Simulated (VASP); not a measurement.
Au: relaxation of cell and atoms with PBE

The system is Au.

```
CELL_PARAMETERS angstrom
2.90000 0.00000 0.00000
-1.45000 2.51147 0.00000
0.00000 0.00000 4.88000
ATOMIC_POSITIONS crystal
Au 0.33333 0.66667 0.75000
Au 0.66667 0.33333 0.25000
```

```json
{
 "Program": "VASP 6.6.1",
 "Task": "relaxation of cell and atoms",
 "Functional": "PBE",
 "Potentials or basis": "VASP PAW PBE potentials, release 64 (Au)",
 "Cutoff": "600 eV",
 "k mesh": "18 × 18 × 10",
 "Occupations": "gaussian, width 0.1 eV",
 "Spin": "no spin polarisation",
 "Dipole correction": "no",
 "Further INCAR settings": "ALGO = Normal; EDIFF = 1e-06; IBRION = 2; EDIFFG = -0.005; NSW = 100; ISIF = 3"
}
```

```yaml
Relaxed_volume: 18.00 Å³/atom
Relaxed_cell: a = 2.916 Å, b = 2.916 Å, c = 4.888 Å, α = 90.00°, β = 90.00°, γ = 120.00°
Space_group_after_relaxing_to_0.05_Å: P6_3/mmc (No. 194)
Energy_gained_by_relaxing: 1.3 meV/atom
Ionic_steps: 6
Pressure_after_relaxing: 0.0 GPa
Band_gap_on_the_k_mesh: zero (band 11 reaches 12.60 eV, above the bottom of band 12 at 6.02 eV)
```

Step by step:
```csv
step,energy change (eV),largest force (eV/Å),pressure (GPa),volume (Å³)
1,0.0000,0.0000,1.82,35.54
2,0.0014,0.0000,-2.13,36.59
3,-0.0026,0.0000,-0.01,36.00
4,-0.0026,0.0000,-0.03,36.01
5,-0.0026,0.0000,-0.04,36.01
6,-0.0026,0.0000,-0.03,36.00
```

Final structure:
```xyz
2
Lattice="2.9163 0.0000 0.0000 -1.4582 2.5256 0.0000 0.0000 0.0000 4.8881" Properties=species:S:1:pos:R:3 pbc="T T T"
Au    0.0000    1.6837    3.6661
Au    1.4582    0.8419    1.2220
```

Levels at points of the mesh, in eV from the Fermi level:
```csv
k point,band 7,band 8,band 9,band 10,band 11,band 12,band 13,band 14,band 15
"(0.00, 0.00, 0.00)",-3.99,-3.37,-3.37,-2.11,-2.11,-0.84,2.47,14.63,15.73
"(0.50, 0.00, 0.00)",-3.44,-1.90,-1.83,-1.66,0.39,1.47,5.66,7.01,7.15
"(0.00, 0.00, 0.50)",-4.31,-4.31,-2.53,-2.53,-2.53,-2.53,10.34,10.34,14.90
"(0.50, 0.00, 0.50)",-2.30,-2.30,-1.73,-1.73,0.60,0.60,3.71,3.71,13.04
```

Wall time 4.4 min on 1 thread of Intel(R) Xeon(R) Platinum 8259CL CPU @ 2.50GHz (Skylake/Cascade Lake), on a shared host, peak memory 0.27 GiB.

Caveat: spin-orbit coupling is left out, which moves the levels of the heavy elements. Zero-point motion and thermal expansion aren't in these numbers.
